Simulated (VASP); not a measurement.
Set up this calculation in VASP 6.6.1, as the native input.

| Quantity | Value |
| --- | --- |
| Task | single point |
| Functional | PBE-based screened hybrid with 30 % exact exchange |
| Potentials or basis | VASP PAW PBE potentials, release 64 (Pt, Se) |
| Cutoff | 400 eV |
| k mesh | 4 × 4 × 4 |
| Occupations | fermi-dirac, width 0.05 eV |
| Spin | no spin polarisation |
| Dipole correction | no |
| Grid for exact exchange (PRECFOCK) | Normal |
| Share of exact exchange | 0.3 |
| Further INCAR settings | ALGO = Normal; EDIFF = 1e-06; NBANDS = 15 |
| Screening parameter | 0.2 1/Å |

Crystal: PtSe.

```
CELL_PARAMETERS angstrom
3.70187 0.00000 0.00000
-1.85094 3.20591 0.00000
0.00000 0.00000 3.61284
ATOMIC_POSITIONS crystal
Pt 0.00000 0.00000 0.00000
Se 0.66667 0.33333 0.50000
```

These files were run (other wordings do the same):

POSCAR

```
PtSe
1.0
    3.7018703300      0.0000000000      0.0000000000
   -1.8509351600      3.2059137500      0.0000000000
    0.0000000000      0.0000000000      3.6128420300
Pt Se
1 1
Direct
    0.0000000000      0.0000000000      0.0000000000
    0.6666666667      0.3333333333      0.5000000000
```

INCAR.step1

```
  PREC = Accurate
  ENCUT = 400
  EDIFF = 1E-5
  ISMEAR = -1
  SIGMA = 0.05
  LREAL = F
  LASPH = T
  NELM = 120
  ALGO = Normal
  ISIF = 2
  LWAVE = T
  LCHARG = F
  GGA = PE
  NBANDS = 15
  GGA_COMPAT = F
```

INCAR.step2

```
  PREC = Accurate
  ENCUT = 400
  EDIFF = 1E-6
  ISMEAR = -1
  SIGMA = 0.05
  LREAL = F
  LASPH = T
  NELM = 120
  ALGO = Normal
  ISIF = 2
  LWAVE = F
  LCHARG = F
  GGA = PE
  LHFCALC = T
  AEXX = 0.3
  HFSCREEN = 0.2
  PRECFOCK = Normal
  ISTART = 1
  NBANDS = 15
  GGA_COMPAT = F
```

KPOINTS

```
Automatic mesh
0
Gamma
  4 4 4
```

Potentials or basis: VASP PAW PBE potentials, release 64 (Pt, Se).

Run with:

```console
$ cat potpaw_PBE.64/Pt/POTCAR potpaw_PBE.64/Se/POTCAR > POTCAR
$ cp INCAR.step1 INCAR
$ mpirun -np 1 vasp_std > vasp.out
$ cp INCAR.step2 INCAR
$ mpirun -np 1 vasp_std > vasp.out
```

Results of the run:

```json
{"Pressure": "-16.3 GPa", "Band gap on the k mesh": "zero (bands 8 and 9 overlap by 0.83 eV)"}
```

Caveat: the k points lie up to 0.49 Å⁻¹ apart, too coarse for converged energies and pressures of a metal; the PAW data sets were made with another functional, which shifts forces and pressure a little; spin-orbit coupling is left out, which moves the levels of the heavy elements.

Wall time 5.2 min on 1 thread of Intel(R) Xeon(R) Platinum 8488C (Sapphire Rapids), with other jobs on the host, peak memory 0.25 GiB.
